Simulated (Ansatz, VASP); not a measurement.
**One calculation of C, two programs**

```
CELL_PARAMETERS angstrom
2.46572 0.00000 0.00000
-1.23286 2.13538 0.00000
0.00000 0.00000 17.50000
ATOMIC_POSITIONS crystal
C 0.33333 0.66667 0.25714
C 0.66667 0.33333 0.25714
C 0.33333 0.66667 0.46057
C 0.66667 0.33333 0.46057
```

Alike in both runs: task single point; functional PBE; dispersion D3(BJ); k mesh 15 × 15 × 1; occupations gaussian, width 0.1 eV; no spin polarisation.

|  | VASP | Ansatz |
| --- | --- | --- |
| version | VASP 6.6.1 | Ansatz 0.2.0 |
| potentials or method | VASP PAW PBE potentials, release 64 (C), cutoff 520 eV | scalar-relativistic, plane waves, PAW |
| valence electrons in the cell | 16 | 16 |

```csv
,VASP,Ansatz,Ansatz less VASP
gap on the k mesh at the Fermi level (eV),0.47,0.47,0.000
least direct gap on the mesh (eV),0.47,0.47,0.000
```
